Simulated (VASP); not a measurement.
Write the native input for VASP 6.6.1 that does the following.

```
Task                   : relaxation of volume and atoms at fixed shape
Functional             : LDA
Potentials or basis    : VASP PAW LDA potentials, release 64 (Tc_pv)
Cutoff                 : 600 eV
k mesh                 : 9 × 9 × 5
Occupations            : gaussian, width 0.1 eV
Spin                   : no spin polarisation
Dipole correction      : no
Further INCAR settings : ALGO = Normal; EDIFF = 1e-07; IBRION = 2; EDIFFG = -0.03; NSW = 80; ISIF = 8
```

The structure of Tc lies in POSCAR:

```
Tc
1.0
    2.7400000000      0.0000000000      0.0000000000
   -1.3700000000      2.3729100000      0.0000000000
    0.0000000000      0.0000000000      4.3980000000
Tc
2
Direct
    0.3333333333      0.6666666667      0.2500000000
    0.6666666667      0.3333333333      0.7500000000
```

The input as run:

INCAR

```
SYSTEM = Tc
PREC = Accurate
ENCUT = 600
EDIFF = 1E-7
ISMEAR = 0
SIGMA = 0.1
LREAL = .FALSE.
LASPH = .TRUE.
NELM = 60
ALGO = Normal
ISIF = 8
LWAVE = .FALSE.
LCHARG = .FALSE.
GGA = CA
IBRION = 2
NSW = 80
EDIFFG = -0.03
```

KPOINTS

```
Automatic mesh
0
G
  9 9 5
  0 0 0
```

Potentials or basis: VASP PAW LDA potentials, release 64 (Tc_pv).

Launch:

```console
$ cat potpaw_LDA.64/Tc_pv/POTCAR > POTCAR
$ mpirun -np 1 vasp_std > vasp.out
```

It gave:

```yaml
Relaxed_volume: 13.79 Å³/atom
Relaxed_cell: a = 2.707 Å, b = 2.707 Å, c = 4.346 Å, α = 90.00°, β = 90.00°, γ = 120.00°
Space_group_after_relaxing_to_0.05_Å: P6_3/mmc (No. 194)
Energy_gained_by_relaxing: 18.6 meV/atom
Ionic_steps: 4
Pressure_after_relaxing: -0.1 GPa
Band_gap_on_the_k_mesh: zero (band 13 reaches 14.18 eV, above the bottom of band 14 at 11.79 eV)
```

Wall time 28 s on 1 thread of AMD EPYC 9R45 96-Core Processor (Zen 5) (shared host), peak memory 0.13 GiB.
